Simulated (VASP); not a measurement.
The system is MoS2.

```
Mo S
1.0
     3.16900    0.00000    0.00000
    -1.58450    2.74443    0.00000
     0.00000    0.00000   12.32400
Mo S
2 4
Cartesian
  0.0000 1.8296 3.0810
  1.5845 0.9148 9.2430
  0.0000 1.8296 7.6779
  1.5845 0.9148 1.5159
  0.0000 1.8296 10.8081
  1.5845 0.9148 4.6461
```

| Item | Value |
| --- | --- |
| Program | VASP 6.6.1 |
| Task | relaxation of cell and atoms |
| Functional | PBE |
| Dispersion | D3(BJ) |
| Potentials or basis | VASP PAW PBE potentials, release 64 (Mo_sv, S) |
| Cutoff | 600 eV |
| k mesh | 12 × 12 × 2 |
| Occupations | gaussian, width 0.02 eV |
| Spin | no spin polarisation |

At the start: pressure -2.0 GPa; volume 17.86 Å³/atom.

Where does the relaxation end?

Over 9 steps the energy falls by 2.8 meV/atom and the volume is 17.31 Å³/atom (-3.1 %); space group P6_3/mmc (No. 194, to 0.1 Å) before and after.

The path:
```tsv
step	energy change (eV)	largest force (eV/Å)	pressure (GPa)	volume (Å³)
1	0.0000	0.0755	-2.05	107.18
2	0.0163	0.5244	3.50	103.68
3	-0.0088	0.1425	-0.08	105.85
4	-0.0114	0.0585	-0.05	105.43
5	-0.0115	0.0382	-0.05	105.33
6	-0.0129	0.0332	-0.05	105.10
7	-0.0160	0.0175	-0.07	104.41
8	-0.0152	0.0159	0.04	103.02
9	-0.0168	0.0081	-0.01	103.86
```

Final structure:
```yaml
crystal:
  lattice:
    - [3.14934, 0.00000, 0.00000]
    - [-1.57467, 2.72741, 0.00000]
    - [0.00000, 0.00000, 12.09108]
  atoms:
    - { symbol: Mo, position: [0.33333, 0.66667, 0.25000] }
    - { symbol: Mo, position: [0.66667, 0.33333, 0.75000] }
    - { symbol: S, position: [0.33333, 0.66667, 0.62059] }
    - { symbol: S, position: [0.66667, 0.33333, 0.12059] }
    - { symbol: S, position: [0.33333, 0.66667, 0.87941] }
    - { symbol: S, position: [0.66667, 0.33333, 0.37941] }
```
